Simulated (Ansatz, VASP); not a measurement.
## Two plane-wave programs on CoSi2

Contents of INCAR:

```
SYSTEM = CoSi2
ALGO = Normal
EDIFF = 1E-6
ENCUT = 520
GGA = PE
ISIF = 2
ISMEAR = 0
LASPH = .True.
LCHARG = .True.
LELF = .True.
LREAL = .False.
LVHAR = .True.
LWAVE = .False.
NBANDS = 16
NELM = 80
PREC = Accurate
SIGMA = 0.15
```

KPOINTS

```
k-points
0
Gamma
  12 12 12
  0 0 0
```

POSCAR

```
CoSi2
1.0
    0.0000000000      2.7427584909      2.5550121360
    2.7427584909      0.0000000000      2.5550121360
    2.7427584909      2.7427584909      0.0000000000
Co Si
1 2
Direct
    0.0000000000      0.0000000000      0.0000000000
    0.2423512496      0.2423512496      0.2576487504
    0.7576487504      0.7576487504      0.7423512496
```

Input for Ansatz:

```yaml
crystal:
  lattice:
    - [0.0, 2.7427584909, 2.555012136]
    - [2.7427584909, 0.0, 2.555012136]
    - [2.7427584909, 2.7427584909, 0.0]
  atoms:
    - { symbol: Co, position: [0.0, 0.0, 0.0] }
    - { symbol: Si, position: [0.2423512496, 0.2423512496, 0.2576487504] }
    - { symbol: Si, position: [0.7576487504, 0.7576487504, 0.7423512496] }
basis:
  ecutwfc: 520.0
kpoints:
  mp_grid: { grid: [12, 12, 12] }
hamiltonian:
  xc: pbe
  pseudopotentials: { kind: paw, azcp: { folder: soft_1 } }
scf:
  occupations: { method: gaussian, width: 0.15 }
output:
  forces: true
  stress: true
  eigenvalues: true
```

Change from the starting cell: mode 6 frozen in at -0.041 Å, strain +e along z and -e/2 along x and y -0.0467.

Alike in both runs: task single point; functional PBE; k mesh 12 × 12 × 12; occupations gaussian, width 0.15 eV; no spin polarisation.

|  | VASP | Ansatz |
| --- | --- | --- |
| version | VASP 6.6.1 | Ansatz 0.2.0 |
| potentials or method | VASP PAW PBE potentials, release 64 (Co, Si), cutoff 520 eV | scalar-relativistic, plane waves, PAW |
| valence electrons in the cell | 17 | 25 |

|  | VASP | Ansatz | Ansatz less VASP |
| --- | --- | --- | --- |
| gap on the k mesh at the Fermi level (eV) | none | none | - |
| pressure (GPa) | 0.7 | 1.0 | +0.30 |
| traceless stress, the component that is largest in VASP (GPa) | 5.59 | 5.59 | +0.007 |
| rms of the force components (eV/Å) | 0.290 | 0.292 | +0.0012 |

Atom by atom the forces differ by 0.001 eV/Å (rms over components). A gap of «none» marks a metal or a gap that the smearing closes. VASP's potentials hold 17 valence electrons a cell and Ansatz's 25, so a difference there can come from the potentials and not from the codes.
